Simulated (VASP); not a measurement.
# W5C (P-3m1) in VASP: further runs

W5C is run at these levels: PBE; tasks: relaxation of cell and atoms, single point.

All numbers are computed with VASP 6.6.1; they aren't measurements. Logs are shortened: lines on timing, memory, paths and dates and some standing lists are left out, and cuts for length are marked.

### Step 1. The cell of the first run

Symmetry: P-3m1, No. 164, trigonal system. The conventional cell has a = 2.950 Å, b = 2.950 Å, c = 12.300 Å, α = 90.00°, β = 90.00°, γ = 120.00°. W (site symmetry 3m) has 3 C at 2.10 Å within 2.8 Å. Within 3.9 Å of W (site symmetry -3m) lie 12 W at 2.95 to 2.99 Å. Within 3.9 Å of W (site symmetry 3m) lie 12 W at 2.95 to 2.99 Å. C (site symmetry -3m) has 6 W at 2.10 Å within 2.8 Å.

### Step 2. Relaxation of cell and atoms, PBE

Contents of INCAR:

```
ALGO = Normal
EDIFF = 1E-7
EDIFFG = -0.08
ENCUT = 600
GGA = PE
IBRION = 2
ISIF = 3
ISMEAR = 0
LASPH = True
LCHARG = False
LREAL = False
LWAVE = False
NELM = 100
NSW = 36
PREC = Accurate
SIGMA = 0.2
```

Contents of KPOINTS:

```
k-points
0
Gamma
  6 6 2
```

Contents of POSCAR:

```
W5C
1.0
    2.9500000000      0.0000000000      0.0000000000
   -1.4750000000      2.5547749400      0.0000000000
    0.0000000000      0.0000000000     12.3000000000
W C
5 1
Direct
    0.3333333300      0.6666666700      0.1000000000
    0.6666666700      0.3333333300      0.9000000000
    0.0000000000      0.0000000000      0.5000000000
    0.3333333300      0.6666666700      0.7000000000
    0.6666666700      0.3333333300      0.3000000000
    0.0000000000      0.0000000000      0.0000000000
```

Potentials or basis: VASP PAW PBE potentials, release 64 (W_sv, C).

On the command line:

```sh
cat potpaw_PBE.64/W_sv/POTCAR potpaw_PBE.64/C/POTCAR > POTCAR
mpirun -np 1 vasp_std > vasp.out
```

OUTCAR:

```text
EDIFF = 1E-7
   EDIFFG = -0.08
   ENCUT = 600
   GGA = PE
   IBRION = 2
   ISIF = 3
   ISMEAR = 0
   LASPH = True
   LREAL = False
   NELM = 100
   NSW = 36
   PREC = Accurate

 ion  position               nearest neighbor table
   1  0.333  0.667  0.100-   6 2.10   6 2.10   6 2.10   5 2.99   2 2.99   5 2.99   2 2.99   5 2.99
                             2 2.99
   2  0.667  0.333  0.900-   6 2.10   6 2.10   6 2.10   4 2.99   1 2.99   4 2.99   1 2.99   4 2.99
                             1 2.99
   3  0.000  0.000  0.500-   4 2.99   5 2.99   4 2.99   5 2.99   5 2.99   4 2.99
   4  0.333  0.667  0.700-   2 2.99   2 2.99   3 2.99   3 2.99   3 2.99   2 2.99
   5  0.667  0.333  0.300-   1 2.99   1 2.99   3 2.99   3 2.99   3 2.99   1 2.99
   6  0.000  0.000  0.000-   1 2.10   2 2.10   1 2.10   2 2.10   2 2.10   1 2.10

  LATTYP: Found a hexagonal cell.
 ALAT       =     2.9500000000
 C/A-ratio  =     4.1694915254

  Lattice vectors:

 A1 = (   2.9500000000,   0.0000000000,   0.0000000000)
 A2 = (  -1.4750000000,   2.5547749400,   0.0000000000)
 A3 = (   0.0000000000,   0.0000000000,  12.3000000000)

Analysis of symmetry for initial positions (statically):
=====================================================================
 Subroutine PRICEL returns:
 Original cell was already a primitive cell.

 Routine SETGRP: Setting up the symmetry group for a
 hexagonal supercell.

 Subroutine GETGRP returns: Found 12 space group operations
 (whereof 12 operations were pure point group operations)
 out of a pool of 24 trial point group operations.

The static configuration has the point symmetry D_3d.

Analysis of symmetry for dynamics (positions and initial velocities):
=====================================================================
 Subroutine PRICEL returns:
 Original cell was already a primitive cell.

 Routine SETGRP: Setting up the symmetry group for a
 hexagonal supercell.

 Subroutine GETGRP returns: Found 12 space group operations
 (whereof 12 operations were pure point group operations)
 out of a pool of 24 trial point group operations.

The dynamic configuration has the point symmetry D_3d.

 Subroutine INISYM returns: Found 12 space group operations
 (whereof 12 operations are pure point group operations),
 and found     1 'primitive' translations

----------------------------------------------------------------------------------------

                                     Primitive cell

  volume of cell :      92.7000

  direct lattice vectors                    reciprocal lattice vectors
     2.950000000  0.000000000  0.000000000     0.338983051  0.195711956  0.000000000
    -1.475000000  2.554774940  0.000000000     0.000000000  0.391423911  0.000000000
     0.000000000  0.000000000 12.300000000     0.000000000  0.000000000  0.081300813

  length of vectors
     2.950000000  2.949999999 12.300000000     0.391423911  0.391423911  0.081300813

  position of ions in fractional coordinates (direct lattice)
     0.333333330  0.666666670  0.100000000
     0.666666670  0.333333330  0.900000000
     0.000000000  0.000000000  0.500000000
     0.333333330  0.666666670  0.700000000
     0.666666670  0.333333330  0.300000000
     0.000000000  0.000000000  0.000000000

  ion indices of the primitive-cell ions
   primitive index   ion index
                 1           1
                 2           2
                 3           3
                 4           4
                 5           5
                 6           6

----------------------------------------------------------------------------------------

 KPOINTS: k-points

Automatic generation of k-mesh.
 Grid dimensions read from file:
 generate k-points for:    6    6    2

 Generating k-lattice:

  Cartesian coordinates                     Fractional coordinates (reciprocal lattice)
     0.056497175  0.032618659  0.000000000     0.166666667  0.000000000  0.000000000
     0.000000000  0.065237319  0.000000000     0.000000000  0.166666667  0.000000000
     0.000000000  0.000000000  0.040650407     0.000000000  0.000000000  0.500000000

  Length of vectors
     0.065237319  0.065237319  0.040650407

  Shift w.r.t. Gamma in fractional coordinates (k-lattice)
     0.000000000  0.000000000  0.000000000

 Subroutine IBZKPT returns following result:
 ===========================================

 Found     14 irreducible k-points:

 Following reciprocal coordinates:
            Coordinates               Weight
  0.000000  0.000000  0.000000      1.000000
  0.166667  0.000000  0.000000      6.000000
  0.333333 -0.000000  0.000000      6.000000
  0.500000  0.000000  0.000000      3.000000
  0.166667  0.166667  0.000000      6.000000
  0.333333  0.166667  0.000000     12.000000
  0.333333  0.333333  0.000000      2.000000
  0.000000  0.000000  0.500000      1.000000
  0.166667  0.000000  0.500000      6.000000
  0.333333 -0.000000  0.500000      6.000000
  0.500000  0.000000  0.500000      3.000000
  0.166667  0.166667  0.500000      6.000000
  0.333333  0.166667  0.500000     12.000000
  0.333333  0.333333  0.500000      2.000000
   k-points           NKPTS =     14   k-points in BZ     NKDIM =     14   number of bands    NBANDS=     44
   number of dos      NEDOS =    301   number of ions     NIONS =      6
   total plane-waves  NPLWV =  56448
   dimension x,y,z NGX =    24 NGY =   24 NGZ =   98
   dimension x,y,z NGXF=    48 NGYF=   48 NGZF=  196
   ions per type =               5   1
   NGX,Y,Z   is equivalent  to a cutoff of  13.53, 13.53, 13.25 a.u.
   NGXF,Y,Z  is equivalent  to a cutoff of  27.05, 27.05, 26.49 a.u.
 SYSTEM =  unknown system
   PREC   = accura    normal or accurate (medium, high low for compatibility)
   ISTART =      0    job   : 0-new  1-cont  2-samecut
   ICHARG =      2    charge: 1-file 2-atom 10-const
   ISPIN  =      1    spin polarized calculation?
   LNONCOLLINEAR =      F non collinear calculations
   LSORBIT =      F    spin-orbit coupling
   LASPH  =      T    aspherical Exc in radial PAW
   ENCUT  =  600.0 eV  44.10 Ry    6.64 a.u.   5.89  5.89 24.57*2*pi/ulx,y,z
   NELM   =    100;   NELMIN=  2; NELMDL= -5     # of ELM steps
   EDIFF  = 0.1E-06   stopping-criterion for ELM
   LREAL  =      F    real-space projection
   EDIFFG = -.8E-01   stopping-criterion for IOM
   NSW    =     36    number of steps for IOM
   IBRION =      2    ionic relax: 0-MD 1-quasi-New 2-CG
   NFREE  =      1    steps in history (QN), initial steepest desc. (CG)
   ISIF   =      3    stress and relaxation
   ISYM   =      2    0-nonsym 1-usesym 2-fastsym
   POTIM  = 0.5000    time-step for ionic-motion
   TEBEG  =    0.0;   TEEND  =   0.0 temperature during run
   PSTRESS=    0.0 pullay stress
   NELECT =      74.0000    total number of electrons
   NUPDOWN=      -1.0000    fix difference up-down
   EMIN   =  10.00;   EMAX   =-10.00  energy-range for DOS
   EFERMI =   0.00;   METHOD = LEGACY
   ISMEAR =     0;   SIGMA  =   0.20  broadening in eV -4-tet -1-fermi 0-gaus
   EFERMI_NEDOS =   21; number of points for ismear=-14 and -15
   IALGO  =     38    algorithm
   IMIX   =      4    mixing-type and parameters
     AMIX     =   0.40;   BMIX     =  1.00
     AMIX_MAG =   1.60;   BMIX_MAG =  1.00
  volume/ion in A,a.u.               =      15.45       104.26
  Fermi-wavevector in a.u.,A,eV,Ry     =   1.518654  2.869840 31.379248  2.306310
  Thomas-Fermi vector in A             =   2.627746
   LORBIT       =      0    0 simple, 1 ext, 2 COOP (PROOUT), +10 PAW based schemes
   GGA     = PE    functional components
   LHFCALC =     F    Hartree Fock is set to
   AEXX    =    0.0000 exact exchange contribution
   IVDW    =     0    specifies the selected vdW correction
   LEPSILON=     F    determine dielectric tensor
   LRPA    =     F    only Hartree local field effects (RPA)
 conjugate gradient relaxation of ions
 non-spin polarized calculation
 Gauss-broadening in eV      SIGMA  =   0.20
  energy-cutoff  :      600.00
  volume of cell :       92.70
 maximum number of plane-waves:      3112
 NGX is ok and might be reduce to    24
   NGX = 11   NGY = 11   NGZ = 49

--------------------------------------- Ionic step        1  -------------------------------------------

 number of electron      74.0000011 magnetization

 Free energy of the ion-electron system (eV)
  ---------------------------------------------------
  ext. energy  EPLUGINS =         0.00000000
  ---------------------------------------------------
  free energy    TOTEN  =       -71.83544857 eV

  energy without entropy =      -71.74643271  energy(sigma->0) =      -71.79094064

------------------------ aborting loop because EDIFF is reached ----------------------------------------

  FORCE on cell =-STRESS in cart. coord.  units (eV):
  Direction    XX          YY          ZZ          XY          YZ          ZX
  --------------------------------------------------------------------------------------
  -------------------------------------------------------------------------------------
  Total       -4.6349264     -4.6349263     -9.8173185     -0.0000000      0.0000000      0.0000000
  in kB      -80.1075861    -80.1075860   -169.6772783     -0.0000000      0.0000000      0.0000000
  external PRESSURE =    -109.9641501 kB  Pullay stress =       0.0000000 kB
[... 101 lines left out ...]
  FREE ENERGIE OF THE ION-ELECTRON SYSTEM (eV)
  ---------------------------------------------------
  free  energy   TOTEN  =       -72.0538755264 eV

  energy  without entropy=      -71.9675462978  energy(sigma->0) =      -72.01071091

[... ionic steps 4 to 8 ...]

--------------------------------------- Ionic step        9  -------------------------------------------

 number of electron      73.9999993 magnetization

------------------------ aborting loop because EDIFF is reached ----------------------------------------

  FORCE on cell =-STRESS in cart. coord.  units (eV):
  Direction    XX          YY          ZZ          XY          YZ          ZX
  --------------------------------------------------------------------------------------
  -------------------------------------------------------------------------------------
  Total       -0.3393353     -0.3393353      1.8529354      0.0000000     -0.0000000      0.0000000
  in kB       -6.1796920     -6.1796920     33.7441185      0.0000000     -0.0000000      0.0000000
  external PRESSURE =       7.1282448 kB  Pullay stress =       0.0000000 kB
[... 65 lines left out ...]
  energy  without entropy=      -72.3615620351  energy(sigma->0) =      -72.40706525

--------------------------------------- Ionic step       11  -------------------------------------------

 number of electron      73.9999990 magnetization

 Free energy of the ion-electron system (eV)
  ---------------------------------------------------
  ext. energy  EPLUGINS =         0.00000000
  ---------------------------------------------------
  free energy    TOTEN  =       -72.45352654 eV

  energy without entropy =      -72.36173234  energy(sigma->0) =      -72.40762944

 E-fermi :  10.7938     XC(G=0): -13.3984

 val. band max:       10.7616042082   @ k =   0.3333   0.1667   0.5000
 cond. band min:      10.8278180299   @ k =   0.1667   0.0000   0.0000
 fundamental gap:      0.0662138217
 Fermi energy:        10.7937889858

 k-point     1 :       0.0000    0.0000    0.0000
  band No.  band energies     occupation
      1     -63.7855      2.00000
      2     -63.7586      2.00000
      3     -63.0646      2.00000
      4     -63.0297      2.00000
      5     -62.9226      2.00000
      6     -28.3156      2.00000
[... 680 lines left out ...]
  FREE ENERGIE OF THE ION-ELECTRON SYSTEM (eV)
  ---------------------------------------------------
  free  energy   TOTEN  =       -72.4535265398 eV

  energy  without entropy=      -72.3617323410  energy(sigma->0) =      -72.40762944

 reached required accuracy - stopping structural energy minimisation
```

Wall time 9.2 min (1 thread of Intel Xeon Platinum 8259CL at 2.50GHz (Skylake/Cascade Lake), shared host); peak memory 0.27 GiB.

Results:

```yaml
Free_energy: -72.4535 eV
Relaxed_volume: 14.69 Å³/atom
Relaxed_cell: a = 3.021 Å, b = 3.021 Å, c = 11.148 Å, α = 90.00°, β = 90.00°, γ = 120.00°
Space_group_after_relaxing_to_0.1_Å: P-3m1 (No. 164)
Energy_gained_by_relaxing: 103.0 meV/atom
Ionic_steps: 11
Pressure_after_relaxing: 0.2 GPa
Largest_force_after_relaxing: 0.014 eV/Å
Band_gap_on_the_k_mesh: zero (bands 37 and 38 overlap by 1.91 eV)
```

Forces in eV/Å, atoms in the order of the input:
```
W    0.000  0.000 -0.014
W    0.000  0.000  0.014
W    0.000  0.000  0.000
W    0.000  0.000 -0.004
W    0.000  0.000  0.004
C    0.000  0.000  0.000
```

Stress tensor (GPa, compression positive):
```
0.24 0.00 0.00
0.00 0.24 0.00
0.00 0.00 0.11
```

Step by step:
| step | energy change (eV) | largest force (eV/Å) | pressure (GPa) | volume (Å³) |
| --- | --- | --- | --- | --- |
| 1 | 0.0000 | 1.2140 | -11.00 | 92.70 |
| 2 | 0.7631 | 1.8182 | 43.04 | 79.14 |
| 3 | -0.2184 | 1.5559 | 2.84 | 88.07 |
| 4 | -0.4138 | 0.7929 | 1.52 | 87.74 |
| 5 | -0.4282 | 1.1132 | 1.73 | 87.58 |
| 6 | -0.5572 | 0.7090 | -4.18 | 89.30 |
| 7 | -0.5580 | 0.6903 | -4.46 | 89.40 |
| 8 | -0.5676 | 0.1407 | 5.55 | 86.79 |
| 9 | -0.5975 | 0.4404 | 0.71 | 87.98 |
| 10 | -0.6171 | 0.0951 | 0.29 | 88.09 |
| 11 | -0.6181 | 0.0142 | 0.20 | 88.12 |

Final structure:
```
W C
1.0
     3.02116    0.00000    0.00000
    -1.51058    2.61640    0.00000
     0.00000    0.00000   11.14784
W C
5 1
Direct
  0.33333 0.66667 0.11098
  0.66667 0.33333 0.88902
  0.00000 0.00000 0.50000
  0.33333 0.66667 0.68982
  0.66667 0.33333 0.31018
  0.00000 0.00000 0.00000
```

Levels at points of the mesh, in eV from the Fermi level:
| k point | band 35 | band 36 | band 37 | band 38 | band 39 | band 40 |
| --- | --- | --- | --- | --- | --- | --- |
| (0.00, 0.00, 0.00) | -0.92 | -0.92 | -0.71 | -0.71 | 0.38 | 0.38 |
| (0.50, 0.00, 0.00) | -0.55 | 0.10 | 0.40 | 0.76 | 0.92 | 1.77 |
| (0.00, 0.00, 0.50) | -1.14 | -1.00 | -0.91 | -0.91 | 0.24 | 0.49 |
| (0.50, 0.00, 0.50) | -0.58 | -0.53 | -0.40 | 1.40 | 1.41 | 2.16 |

Caveat: the k points lie up to 0.40 Å⁻¹ apart in the final cell, too coarse for converged energies and pressures of a metal; spin-orbit coupling is left out, which moves the levels of the heavy elements.

(Continued in part 2 of 2.)
